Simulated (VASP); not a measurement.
Ta2Al5: relaxation of cell and atoms with PBE

Crystal: Ta2Al5.

```xyz
7
Lattice="6.8486 0.0000 0.0000 0.0000 2.8571 0.0000 -3.3143 0.0000 6.0823" Properties=species:S:1:pos:R:3 pbc="T T T"
Ta    0.2383    1.4285    1.4562
Ta    3.2959    1.4285    4.6261
Al    4.8528    0.0000    0.3612
Al   -1.3186    0.0000    5.7210
Al    0.8389    0.0000    3.9483
Al    2.6954    0.0000    2.1339
Al   -1.6572    0.0000    3.0411
```

| Property | Result |
| --- | --- |
| Program | VASP 6.6.1 |
| Task | relaxation of cell and atoms |
| Functional | PBE |
| Potentials or basis | VASP PAW PBE potentials, release 64 (Ta_pv, Al) |
| Cutoff | 600 eV |
| k mesh | 6 × 10 × 6 |
| Occupations | gaussian, width 0.1 eV |
| Spin | no spin polarisation |
| Dipole correction | no |
| Further INCAR settings | ALGO = Fast; EDIFF = 1e-06; IBRION = 2; EDIFFG = -0.01; NSW = 100; ISIF = 3 |

* Relaxed volume: 17.00 Å³/atom
* Relaxed cell: a = 6.867 Å, b = 2.847 Å, c = 6.929 Å, α = 90.00°, β = 118.52°, γ = 90.00°
* Space group after relaxing (to 0.1 Å): P2/m (No. 10)
* Energy gained by relaxing: 0.4 meV/atom
* Ionic steps: 10
* Pressure after relaxing: 0.0 GPa
* Largest force after relaxing: 0.007 eV/Å
* Band gap on the k mesh: zero (an odd number of electrons rules out a gap without spin polarisation)

Forces on the atoms (eV/Å):
```
Ta   0.003  0.000 -0.005
Ta  -0.003  0.000  0.005
Al   0.006  0.000  0.003
Al  -0.006  0.000 -0.003
Al   0.003  0.000  0.001
Al  -0.003  0.000 -0.001
Al   0.000  0.000  0.000
```

The path:
```
step  energy change (eV)  largest force (eV/Å)  pressure (GPa)  volume (Å³)
   1              0.0000                0.0621            0.08       119.01
   2             -0.0021                0.0357           -0.11       119.15
   3             -0.0021                0.0366           -0.10       119.14
   4             -0.0024                0.0239            0.08       118.98
   5             -0.0024                0.0209            0.09       118.93
   6             -0.0024                0.0218            0.20       118.85
   7             -0.0024                0.0224            0.14       118.90
   8             -0.0026                0.0176            0.02       118.99
   9             -0.0026                0.0173            0.00       119.02
  10             -0.0026                0.0071           -0.01       119.03
```

Final structure:
```xyz
7
Lattice="6.8667 0.0000 0.0080 0.0000 2.8472 0.0000 -3.3160 0.0000 6.0842" Properties=species:S:1:pos:R:3 pbc="T T T"
Ta    0.2465    1.4236    1.4585
Ta    3.3041    1.4236    4.6337
Al    4.8614    2.8472    0.3743
Al   -1.3107    2.8472    5.7178
Al    0.8410    2.8472    3.9556
Al    2.7097    2.8472    2.1366
Al    5.2087    2.8472    3.0501
```

Levels at points of the mesh, in eV from the Fermi level:
| k point | band 16 | band 17 | band 18 | band 19 | band 20 | band 21 |
| --- | --- | --- | --- | --- | --- | --- |
| (0.00, 0.00, 0.00) | -1.55 | -1.17 | -0.51 | 0.44 | 2.25 | 2.47 |
| (0.50, 0.00, 0.00) | -1.72 | -1.55 | -0.60 | 0.53 | 1.51 | 2.37 |
| (0.00, 0.50, 0.00) | -1.95 | -1.50 | -1.41 | -0.46 | -0.13 | 1.05 |
| (0.50, 0.50, 0.00) | -2.38 | -0.97 | -0.74 | -0.15 | -0.13 | 0.53 |
| (0.00, 0.00, 0.50) | -1.99 | -1.28 | -0.92 | 0.34 | 1.48 | 2.38 |
| (0.50, 0.00, 0.50) | -1.91 | -1.86 | -0.60 | 1.26 | 2.00 | 2.25 |
| (0.00, 0.50, 0.50) | -2.21 | -1.86 | -1.27 | 0.75 | 0.97 | 1.05 |
| (0.50, 0.50, 0.50) | -2.18 | -1.43 | -1.33 | -0.42 | -0.29 | 0.71 |

Wall time 19 min on 1 thread of Intel(R) Xeon(R) Platinum 8488C (Sapphire Rapids) (shared host), peak memory 0.52 GiB.

Caveat: spin-orbit coupling is left out, which moves the levels of the heavy elements.
